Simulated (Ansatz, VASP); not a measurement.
**Two plane-wave programs on Al3H2**

```
Al H
1.0
     2.77077    0.00000    0.00000
    -1.38538    2.39955    0.00000
     0.00000    0.00000    9.09663
Al H
3 2
Direct
  0.00000 0.00000 0.00000
  0.33333 0.66667 0.36210
  0.66667 0.33333 0.63790
  0.00000 0.00000 0.79882
  0.00000 0.00000 0.20118
```

Alike in both runs: functional PBE; k mesh 12 × 12 × 4; occupations gaussian, width 0.1 eV; no spin polarisation.

Ansatz relaxed the structure, and its values are those at the end. VASP's run is a single point on that final structure, the one shown.

|  | VASP | Ansatz |
| --- | --- | --- |
| version | VASP 6.6.1 | Ansatz 0.2.0 |
| potentials or method | VASP PAW PBE potentials, release 64 (Al, H), cutoff 520 eV | scalar-relativistic, plane waves, PAW |
| valence electrons in the cell | 11 | 11 |

Ansatz gave:

```
gap on the k mesh at the Fermi level (eV) : none
pressure (GPa)                            : 0.0
```

Q: What did VASP give for the same quantities?

A: gap on the k mesh at the Fermi level (eV): none; pressure (GPa): -0.1.

A gap of «none» marks a metal or a gap that the smearing closes.
